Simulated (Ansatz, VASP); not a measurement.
One calculation of SnSe, two programs

The input INCAR:

```
SYSTEM = SnSe
PREC     = Accurate       ! precision mode
ENCUT    = 600            ! plane-wave cutoff, eV
EDIFF    = 1E-6           ! SCF threshold, eV
ISMEAR   = 0              ! smearing method
SIGMA    = 0.02           ! smearing width, eV
LREAL    = .False.        ! projectors in reciprocal space
LASPH    = .True.         ! aspherical terms in the spheres
NELM     = 60             ! most SCF steps
ALGO     = Normal         ! electronic algorithm
ISIF     = 3              ! what is computed and relaxed
LWAVE    = .False.        ! write WAVECAR
LCHARG   = .False.        ! write CHGCAR
GGA      = PE             ! functional
IBRION   = 2              ! ionic algorithm
NSW      = 100            ! ionic steps
EDIFFG   = -0.01          ! ionic threshold
```

The input KPOINTS:

```
regular mesh
0
Gamma
  10 10 10
  0 0 0
```

The input POSCAR:

```
SnSe
1.0
    0.0000000000      3.0099999900      3.0099999900
    3.0099999900      0.0000000000      3.0099999900
    3.0099999900      3.0099999900      0.0000000000
Sn Se
1 1
Direct
    0.0000000000      0.0000000000      0.0000000000
    0.5000000000      0.5000000000      0.5000000000
```

Input for Ansatz:

```yaml
crystal:
  lattice:
    - [0.0, 3.00999999, 3.00999999]
    - [3.00999999, 0.0, 3.00999999]
    - [3.00999999, 3.00999999, 0.0]
  atoms:
    - { symbol: Sn, position: [0.0, 0.0, 0.0] }
    - { symbol: Se, position: [0.5, 0.5, 0.5] }
basis:
  ecutwfc: 420
kpoints:
  mp_grid: { grid: [10, 10, 10] }
hamiltonian:
  xc: pbe
scf:
  occupations: { method: gaussian, width: 0.02 }
output:
  forces: true
  stress: true
  eigenvalues: true
relax:
  adjacent_minimum: "off"
  f_tol: 0.01
  max_steps: 80
  cell: { stress_tol: 0.05 }
```

Alike in both runs: task relaxation of cell and atoms; functional PBE; k mesh 10 × 10 × 10; occupations gaussian, width 0.02 eV; no spin polarisation.

|  | VASP | Ansatz |
| --- | --- | --- |
| version | VASP 6.6.1 | Ansatz 0.2.0 |
| potentials or method | VASP PAW PBE potentials, release 64 (Sn_d, Se), cutoff 600 eV | scalar-relativistic, plane waves, PAW |
| valence electrons in the cell | 20 | 30 |

VASP gave:

* gap on the k mesh at the Fermi level, each at its own relaxed structure (eV): 0.49
* relaxed volume (Å³/atom): 27.85
* relaxed cell length with the largest relative difference (Å): 4.287

Problem. What did Ansatz give for the same quantities?

Solution. gap on the k mesh at the Fermi level, each at its own relaxed structure (eV): 0.49; relaxed volume (Å³/atom): 27.84; relaxed cell length with the largest relative difference (Å): 4.286.

VASP's potentials hold 20 valence electrons a cell and Ansatz's 30, so a difference there can come from the potentials and not from the codes.
